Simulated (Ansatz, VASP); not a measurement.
## CdSe: VASP beside Ansatz

```
CELL_PARAMETERS angstrom
0.00000 3.15005 3.15005
3.15005 0.00000 3.15005
3.15005 3.15005 0.00000
ATOMIC_POSITIONS crystal
Cd 0.00000 0.00000 0.00000
Se 0.75000 0.75000 0.75000
```

Change from the starting cell: volume scaled by 1.08.

Alike in both runs: functional revPBE; k mesh 8 × 8 × 8; occupations methfessel-paxton of order 1, width 0.1 eV; non-collinear spin, spin-orbit coupling.

|  | VASP | Ansatz |
| --- | --- | --- |
| version | VASP 6.6.1 | Ansatz 0.2.0 |
| potentials or method | VASP PAW PBE potentials, release 64 (Cd, Se) | Ansatz PAW |
| plane-wave cutoff (eV) | 500 | 420 |
| valence electrons in the cell | 18 | 36 |
| task | single point | optical spectrum |

```tsv
	VASP	Ansatz	Ansatz less VASP
net moment per atom (μB)	0.00	0.00	0.000
```

VASP's potentials were made for PBE, not for revPBE. VASP's potentials hold 18 valence electrons a cell and Ansatz's 36, so a difference there can come from the potentials and not from the codes.
